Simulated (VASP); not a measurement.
# BiTe (P-6m2) in VASP: further runs

The runs below take BiTe through single point, with PBE.

Program: VASP 6.6.1. These are calculated values, not measurements. Logs are shortened: lines on timing, memory, paths and dates and some standing lists are left out, and cuts for length are marked.

## 1. The cell of the first run

Symmetry: P-6m2, No. 187, hexagonal system. Conventional cell: a = 4.280 Å, b = 4.280 Å, c = 4.466 Å, α = 90.00°, β = 90.00°, γ = 120.00°. Bi (site symmetry -6m2) has 6 Te at 3.33 Å and 6 Bi at 4.28 Å within 4.4 Å. Within 4.4 Å of Te (site symmetry -6m2) lie 6 Bi at 3.33 Å and 6 Te at 4.28 Å.

## 2. Single point, PBE (volume scaled by 1.070)

INCAR reads:

```
SYSTEM = BiTe
ALGO = Normal
EDIFF = 1E-6
ENCUT = 500
GGA = PE
GGA_COMPAT = .False.
ISIF = 2
ISMEAR = 0
LASPH = .True.
LCHARG = .False.
LREAL = .False.
LWAVE = .False.
NBANDS = 18
NELM = 120
PREC = Accurate
SIGMA = 0.05
```

KPOINTS reads:

```
k-points
0
Gamma
  10 10 8
  0 0 0
```

POSCAR reads:

```
BiTe
1.0
    4.2801854248      0.0000000000      0.0000000000
   -2.1400927124      3.7067493108      0.0000000000
    0.0000000000      0.0000000000      4.4661845089
Bi Te
1 1
Direct
    0.0000000000      0.0000000000      0.0000000000
    0.6666666667      0.3333333333      0.5000000000
```

Potentials or basis: VASP PAW PBE potentials, release 64 (Bi_d, Te).

The run is started by

```
$ cat potpaw_PBE.64/Bi_d/POTCAR potpaw_PBE.64/Te/POTCAR > POTCAR
$ mpirun -np 1 vasp_std > vasp.out
```

OUTCAR:

```text
SYSTEM = BiTe
   EDIFF = 1E-6
   ENCUT = 500
   GGA = PE
   ISIF = 2
   ISMEAR = 0
   LASPH = .True.
   LREAL = .False.
   NELM = 120
   PREC = Accurate

 ion  position               nearest neighbor table
   1  0.000  0.000  0.000-   2 3.33   2 3.33   2 3.33   2 3.33   2 3.33   2 3.33
   2  0.667  0.333  0.500-   1 3.33   1 3.33   1 3.33   1 3.33   1 3.33   1 3.33

  LATTYP: Found a hexagonal cell.
 ALAT       =     4.2801854248
 C/A-ratio  =     1.0434558473

  Lattice vectors:

 A1 = (   4.2801854248,   0.0000000000,   0.0000000000)
 A2 = (  -2.1400927124,   3.7067493108,   0.0000000000)
 A3 = (   0.0000000000,   0.0000000000,   4.4661845089)

Analysis of symmetry for initial positions (statically):
=====================================================================
 Subroutine PRICEL returns:
 Original cell was already a primitive cell.

 Routine SETGRP: Setting up the symmetry group for a
 hexagonal supercell.

 Subroutine GETGRP returns: Found 12 space group operations
 (whereof 12 operations were pure point group operations)
 out of a pool of 24 trial point group operations.

The static configuration has the point symmetry D_3h.

Analysis of symmetry for dynamics (positions and initial velocities):
=====================================================================
 Subroutine PRICEL returns:
 Original cell was already a primitive cell.

 Routine SETGRP: Setting up the symmetry group for a
 hexagonal supercell.

 Subroutine GETGRP returns: Found 12 space group operations
 (whereof 12 operations were pure point group operations)
 out of a pool of 24 trial point group operations.

The dynamic configuration has the point symmetry D_3h.

 Subroutine INISYM returns: Found 12 space group operations
 (whereof 12 operations are pure point group operations),
 and found     1 'primitive' translations

----------------------------------------------------------------------------------------

                                     Primitive cell

  volume of cell :      70.8586

  direct lattice vectors                    reciprocal lattice vectors
     4.280185425  0.000000000  0.000000000     0.233634738  0.134889079  0.000000000
    -2.140092712  3.706749311  0.000000000     0.000000000  0.269778158  0.000000000
     0.000000000  0.000000000  4.466184509     0.000000000  0.000000000  0.223904767

  length of vectors
     4.280185425  4.280185425  4.466184509     0.269778158  0.269778158  0.223904767

  position of ions in fractional coordinates (direct lattice)
     0.000000000  0.000000000  0.000000000
     0.666666667  0.333333333  0.500000000

  ion indices of the primitive-cell ions
   primitive index   ion index
                 1           1
                 2           2

----------------------------------------------------------------------------------------

 KPOINTS: k-points

Automatic generation of k-mesh.
 Grid dimensions read from file:
 generate k-points for:   10   10    8

 Generating k-lattice:

  Cartesian coordinates                     Fractional coordinates (reciprocal lattice)
     0.023363474  0.013488908  0.000000000     0.100000000  0.000000000  0.000000000
     0.000000000  0.026977816  0.000000000     0.000000000  0.100000000  0.000000000
     0.000000000  0.000000000  0.027988096     0.000000000  0.000000000  0.125000000

  Length of vectors
     0.026977816  0.026977816  0.027988096

  Shift w.r.t. Gamma in fractional coordinates (k-lattice)
     0.000000000  0.000000000  0.000000000

 Subroutine IBZKPT returns following result:
 ===========================================

 Found     70 irreducible k-points:

 Following reciprocal coordinates:
            Coordinates               Weight
  0.000000  0.000000  0.000000      1.000000
  0.100000 -0.000000  0.000000      6.000000
  0.200000 -0.000000  0.000000      6.000000
  0.300000  0.000000  0.000000      6.000000
  0.400000 -0.000000  0.000000      6.000000
  0.500000 -0.000000  0.000000      3.000000
[... 16 lines left out ...]
  0.300000  0.100000  0.125000     24.000000
  0.400000  0.100000  0.125000     24.000000
 [... further k-points ...]
   k-points           NKPTS =     70   k-points in BZ     NKDIM =     70   number of bands    NBANDS=     18
   number of dos      NEDOS =    301   number of ions     NIONS =      2
   total plane-waves  NPLWV =  36864
   dimension x,y,z NGX =    32 NGY =   32 NGZ =   36
   dimension x,y,z NGXF=    64 NGYF=   64 NGZF=   72
   ions per type =               1   1
   NGX,Y,Z   is equivalent  to a cutoff of  12.43, 12.43, 13.40 a.u.
   NGXF,Y,Z  is equivalent  to a cutoff of  24.86, 24.86, 26.80 a.u.
 SYSTEM =  BiTe
   PREC   = accura    normal or accurate (medium, high low for compatibility)
   ISTART =      0    job   : 0-new  1-cont  2-samecut
   ICHARG =      2    charge: 1-file 2-atom 10-const
   ISPIN  =      1    spin polarized calculation?
   LNONCOLLINEAR =      F non collinear calculations
   LSORBIT =      F    spin-orbit coupling
   LASPH  =      T    aspherical Exc in radial PAW
   ENCUT  =  500.0 eV  36.75 Ry    6.06 a.u.   7.80  7.80  8.14*2*pi/ulx,y,z
   NELM   =    120;   NELMIN=  2; NELMDL= -5     # of ELM steps
   EDIFF  = 0.1E-05   stopping-criterion for ELM
   LREAL  =      F    real-space projection
   EDIFFG = 0.1E-04   stopping-criterion for IOM
   NSW    =      0    number of steps for IOM
   IBRION =     -1    ionic relax: 0-MD 1-quasi-New 2-CG
   NFREE  =      0    steps in history (QN), initial steepest desc. (CG)
   ISIF   =      2    stress and relaxation
   ISYM   =      2    0-nonsym 1-usesym 2-fastsym
   POTIM  = 0.5000    time-step for ionic-motion
   TEBEG  =    0.0;   TEEND  =   0.0 temperature during run
   PSTRESS=    0.0 pullay stress
   NELECT =      21.0000    total number of electrons
   NUPDOWN=      -1.0000    fix difference up-down
   EMIN   =  10.00;   EMAX   =-10.00  energy-range for DOS
   EFERMI =   0.00;   METHOD = LEGACY
   ISMEAR =     0;   SIGMA  =   0.05  broadening in eV -4-tet -1-fermi 0-gaus
   EFERMI_NEDOS =   21; number of points for ismear=-14 and -15
   IALGO  =     38    algorithm
   IMIX   =      4    mixing-type and parameters
     AMIX     =   0.40;   BMIX     =  1.00
     AMIX_MAG =   1.60;   BMIX_MAG =  1.00
  volume/ion in A,a.u.               =      35.43       239.09
  Fermi-wavevector in a.u.,A,eV,Ry     =   1.091483  2.062604 16.209109  1.191336
  Thomas-Fermi vector in A             =   2.227729
   LORBIT       =      0    0 simple, 1 ext, 2 COOP (PROOUT), +10 PAW based schemes
   GGA     = PE    functional components
   LHFCALC =     F    Hartree Fock is set to
   AEXX    =    0.0000 exact exchange contribution
   IVDW    =     0    specifies the selected vdW correction
   LEPSILON=     F    determine dielectric tensor
   LRPA    =     F    only Hartree local field effects (RPA)
 non-spin polarized calculation
 Gauss-broadening in eV      SIGMA  =   0.05
  energy-cutoff  :      500.00
  volume of cell :       70.86
 maximum number of plane-waves:      1816
 NGX is ok and might be reduce to    32
   NGX = 15   NGY = 15   NGZ = 17

 number of electron      20.9999991 magnetization

 Free energy of the ion-electron system (eV)
  ---------------------------------------------------
  ext. energy  EPLUGINS =         0.00000000
  ---------------------------------------------------
  free energy    TOTEN  =        -6.98206346 eV

  energy without entropy =       -6.98033018  energy(sigma->0) =       -6.98119682

 E-fermi :   6.0703     XC(G=0):  -9.2715

 val. band max:        6.0484765193   @ k =   0.3000   0.3000   0.0000
 cond. band min:       6.1058523581   @ k =   0.2000   0.1000   0.1250
 fundamental gap:      0.0573758388
 Fermi energy:         6.0702799106

 k-point     1 :       0.0000    0.0000    0.0000
  band No.  band energies     occupation
      1     -17.2390      2.00000
      2     -17.2145      2.00000
      3     -17.2145      2.00000
      4     -17.2017      2.00000
      5     -17.2017      2.00000
      6      -7.0525      2.00000
[... 10 lines left out ...]
     17      14.0433      0.00000
     18      15.2949      0.00000

 k-point     2 :       0.1000   -0.0000    0.0000
  band No.  band energies     occupation
      1     -17.2382      2.00000
      2     -17.2152      2.00000
      3     -17.2146      2.00000
      4     -17.2018      2.00000
      5     -17.2001      2.00000
      6      -6.9687      2.00000
[... 10 lines left out ...]
     17      13.9758      0.00000
     18      15.1079      0.00000

 k-point     3 :       0.2000   -0.0000    0.0000
  band No.  band energies     occupation
      1     -17.2362      2.00000
      2     -17.2172      2.00000
      3     -17.2150      2.00000
      4     -17.2019      2.00000
      5     -17.1959      2.00000
      6      -6.7231      2.00000
[... 10 lines left out ...]
     17      14.0241      0.00000
     18      14.7481      0.00000

 k-point     4 :       0.3000    0.0000    0.0000
  band No.  band energies     occupation
      1     -17.2340      2.00000
      2     -17.2196      2.00000
      3     -17.2156      2.00000
      4     -17.2018      2.00000
      5     -17.1907      2.00000
      6      -6.3390      2.00000
[... 375 lines left out ...]
      4     -17.2015      2.00000
      5     -17.1928      2.00000
      6      -6.3887      2.00000
[... 10 lines left out ...]
     17      14.4110      0.00000
     18      15.0798      0.00000

 k-point    23 :       0.3000    0.1000    0.1250
  band No.  band energies     occupation
      1     -17.2311      2.00000
      2     -17.2214      2.00000
      3     -17.2167      2.00000
      4     -17.2009      2.00000
      5     -17.1885      2.00000
      6      -5.9659      2.00000
[... 10 lines left out ...]
     17      14.6409      0.00000
     18      15.6670      0.00000

 k-point    24 :       0.4000    0.1000    0.1250
  band No.  band energies     occupation
      1     -17.2301      2.00000
      2     -17.2228      2.00000
      3     -17.2171      2.00000
      4     -17.2004      2.00000
      5     -17.1860      2.00000
      6      -5.5566      2.00000
[... 10 lines left out ...]
     17      14.6197      0.00000
     18      16.1146      0.00000

 [... further k-points ...]
[... 5 lines left out ...]
  --------------------------------------------------------------------------------------
  -------------------------------------------------------------------------------------
  Total       -1.1161123     -1.1161123     -1.1475968      0.0000000      0.0000000      0.0000000
  in kB      -25.2363194    -25.2363194    -25.9482138      0.0000000      0.0000000      0.0000000
  external PRESSURE =     -25.4736176 kB  Pullay stress =       0.0000000 kB

 VOLUME and BASIS-vectors are now :
 -----------------------------------------------------------------------------
  energy-cutoff  :      500.00
  volume of cell :       70.86
      direct lattice vectors                 reciprocal lattice vectors
     4.280185425  0.000000000  0.000000000     0.233634738  0.134889079  0.000000000
    -2.140092712  3.706749311  0.000000000     0.000000000  0.269778158  0.000000000
     0.000000000  0.000000000  4.466184509     0.000000000  0.000000000  0.223904767

 POSITION                                       TOTAL-FORCE (eV/Angst)
 -----------------------------------------------------------------------------------
      0.00000      0.00000      0.00000         0.000000      0.000000      0.000000
      2.14009      1.23558      2.23309         0.000000     -0.000000      0.000000
 -----------------------------------------------------------------------------------
    total drift:                               -0.000000      0.000000      0.000000

  FREE ENERGIE OF THE ION-ELECTRON SYSTEM (eV)
  ---------------------------------------------------
  free  energy   TOTEN  =        -6.9820634599 eV

  energy  without entropy=       -6.9803301797  energy(sigma->0) =       -6.98119682
```

It took 62 s on 1 thread of Intel Xeon Platinum 8488C (Sapphire Rapids), shared host; peak memory 0.24 GiB.

Results:

```yaml
Free_energy: -6.9821 eV
Pressure: -2.5 GPa
```

Levels at points of the mesh, in eV from the Fermi level:
| k point | band 6 | band 7 | band 8 | band 9 | band 10 | band 11 | band 12 | band 13 | band 14 | band 15 |
| --- | --- | --- | --- | --- | --- | --- | --- | --- | --- | --- |
| (0.00, 0.00, 0.00) | -13.12 | -8.69 | -3.56 | -1.57 | -1.57 | 1.49 | 1.49 | 3.33 | 3.81 | 5.14 |
| (0.50, 0.00, 0.00) | -11.69 | -10.36 | -3.17 | -2.85 | -1.94 | -0.19 | 0.34 | 2.78 | 3.36 | 7.56 |
| (0.00, 0.00, 0.50) | -11.50 | -11.48 | -1.06 | -0.74 | -0.74 | -0.02 | 0.84 | 0.84 | 6.41 | 6.41 |
| (0.50, 0.00, 0.50) | -10.78 | -10.68 | -4.72 | -4.71 | -1.42 | -0.26 | 1.26 | 1.53 | 7.39 | 7.59 |

Caveat: spin-orbit coupling is left out, which moves the levels of the heavy elements.

## 3. Single point, PBE (volume scaled by 1.100)

INCAR reads:

```
ALGO = Normal
EDIFF = 1E-6
ENCUT = 500
GGA = PE
GGA_COMPAT = False
ISIF = 2
ISMEAR = 0
LASPH = True
LCHARG = False
LREAL = False
LWAVE = False
NBANDS = 18
NELM = 120
PREC = Accurate
SIGMA = 0.05
```

KPOINTS reads:

```
k-points
0
Gamma
  10 10 8
```

POSCAR reads:

```
BiTe
1.0
    4.3362402833      0.0000000000      0.0000000000
   -2.1681201417      3.7552942423      0.0000000000
    0.0000000000      0.0000000000      4.4734651311
Bi Te
1 1
Direct
    0.0000000000      0.0000000000      0.0000000000
    0.6666666667      0.3333333333      0.5000000000
```

Potentials or basis: VASP PAW PBE potentials, release 64 (Bi_d, Te).

The run is started by

```
$ cat potpaw_PBE.64/Bi_d/POTCAR potpaw_PBE.64/Te/POTCAR > POTCAR
$ mpirun -np 1 vasp_std > vasp.out
```

It took 51 s on 1 thread of Intel Xeon Platinum 8488C (Sapphire Rapids), shared host; peak memory 0.24 GiB.

Results (log left out):

```yaml
Free_energy: -6.9467 eV
Pressure: -3.3 GPa
```

Stress tensor (GPa, compression positive):
```
-3.29  0.00  0.00
 0.00 -3.29  0.00
 0.00  0.00 -3.42
```

Levels at points of the mesh, in eV from the Fermi level:
```csv
k point,band 6,band 7,band 8,band 9,band 10,band 11,band 12,band 13,band 14,band 15
"(0.00, 0.00, 0.00)",-12.98,-8.74,-3.41,-1.61,-1.61,1.40,1.40,3.36,3.64,5.05
"(0.50, 0.00, 0.00)",-11.62,-10.35,-3.10,-2.83,-1.86,-0.14,0.36,2.68,3.41,7.57
"(0.00, 0.00, 0.50)",-11.40,-11.39,-1.15,-0.79,-0.79,-0.14,0.76,0.76,6.35,6.35
"(0.50, 0.00, 0.50)",-10.74,-10.66,-4.59,-4.58,-1.42,-0.27,1.23,1.48,7.28,7.52
```

Caveat: spin-orbit coupling is left out, which moves the levels of the heavy elements.
